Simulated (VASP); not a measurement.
Runs of VASP 6.6.1 on SnSe (rocksalt type). The structure is that of space group Fm-3m (No. 225), or close to it. The cells are those of the table. 

```csv
task,cell,cutoff (eV),gap on the mesh (eV),pressure (GPa)
single point,"a = 3.487 Å, angles 60.0°, 2 atoms",520,none,(b)
single point,"a = 3.951 Å, angles 60.0°, 2 atoms",520,0.20,(a)
single point,"a = 3.668 Å, angles 60.0°, 2 atoms",520,none,61.3
relaxation of cell and atoms,"relaxed from a = 3.741 Å, angles 60.0°, 2 atoms",600,0.37,0.0
single point,"a = 3.815 Å, angles 60.0°, 2 atoms",520,0.02,34.9
single point,"a = 4.256 Å, angles 60.0°, 2 atoms",520,0.37,0.0
single point,"a = 4.169 Å, angles 60.0°, 2 atoms",520,(c),3.8
```

Alike in all rows: level r2SCAN; potentials or basis VASP PAW PBE potentials, release 64 (Sn_d, Se); no spin polarisation; k mesh 12 × 12 × 12; smearing fermi-dirac 0.1 eV.

Estimate the missing entries.

(a) 19.0; (b) 112.7; (c) 0.40.

Caveats: the PAW data sets were made with another functional, which shifts forces and pressure a little; spin-orbit coupling is left out, which moves the levels of the heavy elements; semilocal functionals underestimate gaps, and a narrow one can read as zero (at least some runs); the cell stands under pressure (at least some runs); the smearing spreads over this small gap (at least some runs).

A k mesh can miss the band edges, and the runs leave out spin-orbit coupling on Se, Sn.

A gap of «none» marks levels without a gap at the run's occupations.
